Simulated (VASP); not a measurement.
# GaAs (F-43m) in VASP: notebook

The runs below take GaAs through single point, relaxation of the atoms, with PBE.

All numbers are computed with VASP 6.6.1; they aren't measurements. Logs are shortened: lines on timing, memory, paths and dates and some standing lists are left out, and cuts for length are marked.

**1. The cell of the first run**

The structure is cubic, space group F-43m (No. 216). The conventional cell has a = 5.654 Å, b = 5.654 Å, c = 5.654 Å, α = 90.00°, β = 90.00°, γ = 90.00°. Ga (site symmetry -43m) has 4 As at 2.45 Å within 3.2 Å. Within 3.2 Å of As (site symmetry -43m) lie 4 Ga at 2.45 Å.

**2. Single point, PBE**

File INCAR:

```
SYSTEM = GaAs
PREC = Accurate
ENCUT = 520
EDIFF = 1E-6
ISMEAR = -1
SIGMA = 0.02
LREAL = .False.
LASPH = .True.
NELM = 60
ALGO = Normal
ISIF = 2
LWAVE = .False.
LCHARG = .False.
GGA = PE
NBANDS = 16
```

File KPOINTS:

```
regular mesh
0
Gamma
  9 9 9
  0 0 0
```

File POSCAR:

```
GaAs
1.0
    0.0000000000      2.8268500000      2.8268500000
    2.8268500000      0.0000000000      2.8268500000
    2.8268500000      2.8268500000      0.0000000000
Ga As
1 1
Direct
    0.0000000000      0.0000000000      0.0000000000
    0.2500000000      0.2500000000      0.2500000000
```

Potentials or basis: VASP PAW PBE potentials, release 64 (Ga_d, As).

The run is started by

```bash
$ cat potpaw_PBE.64/Ga_d/POTCAR potpaw_PBE.64/As/POTCAR > POTCAR
$ mpirun -np 1 vasp_std > vasp.out
```

OUTCAR:

```text
SYSTEM = GaAs
   PREC = Accurate
   ENCUT = 520
   EDIFF = 1E-6
   ISMEAR = -1
   LREAL = .False.
   LASPH = .True.
   NELM = 60
   ISIF = 2
   GGA = PE

 ion  position               nearest neighbor table
   1  0.000  0.000  0.000-   2 2.45   2 2.45   2 2.45   2 2.45
   2  0.250  0.250  0.250-   1 2.45   1 2.45   1 2.45   1 2.45

  LATTYP: Found a face centered cubic cell.
 ALAT       =     5.6537000000

  Lattice vectors:

 A1 = (   0.0000000000,   2.8268500000,   2.8268500000)
 A2 = (   2.8268500000,   0.0000000000,   2.8268500000)
 A3 = (   2.8268500000,   2.8268500000,   0.0000000000)

Analysis of symmetry for initial positions (statically):
=====================================================================
 Subroutine PRICEL returns:
 Original cell was already a primitive cell.

 Routine SETGRP: Setting up the symmetry group for a
 face centered cubic supercell.

 Subroutine GETGRP returns: Found 24 space group operations
 (whereof 24 operations were pure point group operations)
 out of a pool of 48 trial point group operations.

The static configuration has the point symmetry T_d .

Analysis of symmetry for dynamics (positions and initial velocities):
=====================================================================
 Subroutine PRICEL returns:
 Original cell was already a primitive cell.

 Routine SETGRP: Setting up the symmetry group for a
 face centered cubic supercell.

 Subroutine GETGRP returns: Found 24 space group operations
 (whereof 24 operations were pure point group operations)
 out of a pool of 48 trial point group operations.

The dynamic configuration has the point symmetry T_d .

 Subroutine INISYM returns: Found 24 space group operations
 (whereof 24 operations are pure point group operations),
 and found     1 'primitive' translations

----------------------------------------------------------------------------------------

                                     Primitive cell

  volume of cell :      45.1792

  direct lattice vectors                    reciprocal lattice vectors
     0.000000000  2.826850000  2.826850000    -0.176875321  0.176875321  0.176875321
     2.826850000  0.000000000  2.826850000     0.176875321 -0.176875321  0.176875321
     2.826850000  2.826850000  0.000000000     0.176875321  0.176875321 -0.176875321
[... 74 lines left out ...]
 SYSTEM =  GaAs
   PREC   = accura    normal or accurate (medium, high low for compatibility)
   ISTART =      0    job   : 0-new  1-cont  2-samecut
   ICHARG =      2    charge: 1-file 2-atom 10-const
   ISPIN  =      1    spin polarized calculation?
   LNONCOLLINEAR =      F non collinear calculations
   LSORBIT =      F    spin-orbit coupling
   LASPH  =      T    aspherical Exc in radial PAW
   ENCUT  =  520.0 eV  38.22 Ry    6.18 a.u.   7.43  7.43  7.43*2*pi/ulx,y,z
   NELM   =     60;   NELMIN=  2; NELMDL= -5     # of ELM steps
   EDIFF  = 0.1E-05   stopping-criterion for ELM
   LREAL  =      F    real-space projection
   EDIFFG = 0.1E-04   stopping-criterion for IOM
   NSW    =      0    number of steps for IOM
   IBRION =     -1    ionic relax: 0-MD 1-quasi-New 2-CG
   NFREE  =      0    steps in history (QN), initial steepest desc. (CG)
   ISIF   =      2    stress and relaxation
   ISYM   =      2    0-nonsym 1-usesym 2-fastsym
   POTIM  = 0.5000    time-step for ionic-motion
   TEBEG  =    0.0;   TEEND  =   0.0 temperature during run
   PSTRESS=    0.0 pullay stress
   NELECT =      18.0000    total number of electrons
   NUPDOWN=      -1.0000    fix difference up-down
   EMIN   =  10.00;   EMAX   =-10.00  energy-range for DOS
   EFERMI =   0.00;   METHOD = LEGACY
   ISMEAR =    -1;   SIGMA  =   0.02  broadening in eV -4-tet -1-fermi 0-gaus
   EFERMI_NEDOS =   21; number of points for ismear=-14 and -15
   IALGO  =     38    algorithm
   IMIX   =      4    mixing-type and parameters
     AMIX     =   0.40;   BMIX     =  1.00
     AMIX_MAG =   1.60;   BMIX_MAG =  1.00
  volume/ion in A,a.u.               =      22.59       152.44
  Fermi-wavevector in a.u.,A,eV,Ry     =   1.204628  2.276417 19.743799  1.451128
  Thomas-Fermi vector in A             =   2.340347
   LORBIT       =      0    0 simple, 1 ext, 2 COOP (PROOUT), +10 PAW based schemes
   GGA     = PE    functional components
   LHFCALC =     F    Hartree Fock is set to
   AEXX    =    0.0000 exact exchange contribution
   IVDW    =     0    specifies the selected vdW correction
   LEPSILON=     F    determine dielectric tensor
   LRPA    =     F    only Hartree local field effects (RPA)
 non-spin polarized calculation
  energy-cutoff  :      520.00
  volume of cell :       45.18
 maximum number of plane-waves:      1243
 NGX is ok and might be reduce to    30
   NGX = 15   NGY = 15   NGZ = 15

 number of electron      17.9999995 magnetization

 Free energy of the ion-electron system (eV)
  ---------------------------------------------------
  ext. energy  EPLUGINS =         0.00000000
  ---------------------------------------------------
  free energy    TOTEN  =        -8.24966668 eV

  energy without entropy =       -8.24966668  energy(sigma->0) =       -8.24966668

 E-fermi :   4.2028     XC(G=0):  -9.5881

 val. band max:        3.9316740037   @ k =   0.0000   0.0000   0.0000
 cond. band min:       4.4520311166   @ k =   0.0000   0.0000   0.0000
 fundamental gap:      0.5203571129
 Fermi energy:         4.2028302134

 k-point     1 :       0.0000    0.0000    0.0000
  band No.  band energies     occupation
      1     -10.8756      2.00000
      2     -10.8756      2.00000
      3     -10.8756      2.00000
      4     -10.7964      2.00000
      5     -10.7964      2.00000
      6      -8.7939      2.00000
[... 433 lines left out ...]
      3     -10.8281      2.00000
      4     -10.8211      2.00000
      5     -10.7840      2.00000
      6      -6.4378      2.00000
[... 8 lines left out ...]
     15      16.9968      0.00000
     16      17.4912      0.00000

 [... further k-points ...]
[... 5 lines left out ...]
  --------------------------------------------------------------------------------------
  -------------------------------------------------------------------------------------
  Total        0.9743050      0.9743050      0.9743050     -0.0000000     -0.0000000     -0.0000000
  in kB       34.5515266     34.5515266     34.5515266     -0.0000000     -0.0000000     -0.0000000
  external PRESSURE =      34.5515266 kB  Pullay stress =       0.0000000 kB

 VOLUME and BASIS-vectors are now :
 -----------------------------------------------------------------------------
  energy-cutoff  :      520.00
  volume of cell :       45.18
      direct lattice vectors                 reciprocal lattice vectors
     0.000000000  2.826850000  2.826850000    -0.176875321  0.176875321  0.176875321
     2.826850000  0.000000000  2.826850000     0.176875321 -0.176875321  0.176875321
     2.826850000  2.826850000  0.000000000     0.176875321  0.176875321 -0.176875321

 POSITION                                       TOTAL-FORCE (eV/Angst)
 -----------------------------------------------------------------------------------
      0.00000      0.00000      0.00000         0.000000      0.000000      0.000000
      1.41342      1.41342      1.41342        -0.000000     -0.000000     -0.000000
 -----------------------------------------------------------------------------------
    total drift:                                0.000002      0.000002      0.000002

  FREE ENERGIE OF THE ION-ELECTRON SYSTEM (eV)
  ---------------------------------------------------
  free  energy   TOTEN  =        -8.2496666849 eV

  energy  without entropy=       -8.2496666789  energy(sigma->0) =       -8.24966668
```

stdout:

```text
POSCAR found type information on POSCAR GaAs
 POSCAR found :  2 types and       2 ions
 scaLAPACK will be used
 LDA part: xc-table for (Slater+PW92), standard interpolation
 POSCAR, INCAR and KPOINTS ok, starting setup
 FFT: planning ... GRIDC
 FFT: planning ... GRID_SOFT
 FFT: planning ... GRID
 WAVECAR not read
 entering main loop
```

Wall time 14 s (1 thread of Intel Xeon Platinum 8559C (Emerald Rapids), shared host); peak memory 0.18 GiB.

Results:

| Item | Value |
| --- | --- |
| Free energy | -8.2497 eV |
| Pressure | 3.5 GPa |
| Band gap on the k mesh | 0.52 eV, direct |

**3. Relaxation of the atoms, PBE**

File INCAR:

```
SYSTEM = GaAs
PREC     = Accurate       ! precision mode
ENCUT    = 520            ! plane-wave cutoff, eV
EDIFF    = 1E-6           ! SCF threshold, eV
ISMEAR   = -1             ! smearing method
SIGMA    = 0.02           ! smearing width, eV
LREAL    = .False.        ! projectors in reciprocal space
LASPH    = .True.         ! aspherical terms in the spheres
NELM     = 80             ! most SCF steps
ALGO     = Normal         ! electronic algorithm
ISIF     = 2              ! what is computed and relaxed
LWAVE    = .False.        ! write WAVECAR
LCHARG   = .False.        ! write CHGCAR
GGA      = PE             ! functional
IBRION   = 2              ! ionic algorithm
NSW      = 80             ! ionic steps
EDIFFG   = -0.02          ! ionic threshold
```

KPOINTS is that of step 2.

POSCAR is that of step 2.

Potentials or basis: VASP PAW PBE potentials, release 64 (Ga_d, As).

The run is started by

```bash
$ cat potpaw_PBE.64/Ga_d/POTCAR potpaw_PBE.64/As/POTCAR > POTCAR
$ mpirun -np 1 vasp_std > vasp.out
```

It took 12 s on 1 thread of Intel Xeon Platinum 8559C (Emerald Rapids), shared host; peak memory 0.17 GiB.

The run converged. Its results:

```
Free energy             : -8.2497 eV
Pressure after relaxing : 3.5 GPa
Band gap on the k mesh  : 0.52 eV, direct
```

Final structure:
```xyz
2
Lattice="0.0000 2.8268 2.8268 2.8268 0.0000 2.8268 2.8268 2.8268 0.0000" Properties=species:S:1:pos:R:3 pbc="T T T"
Ga    0.0000    0.0000    0.0000
As    1.4134    1.4134    1.4134
```

Levels at points of the mesh, in eV from the valence-band top:
```tsv
k point	band 6	band 7	band 8	band 9	band 10	band 11	band 12	band 13
(0.00, 0.00, 0.00)	-12.73	0.00	0.00	0.00	0.52	3.73	3.73	3.73
```

Caveat: the relaxation stopped at its first step, so nothing moved.
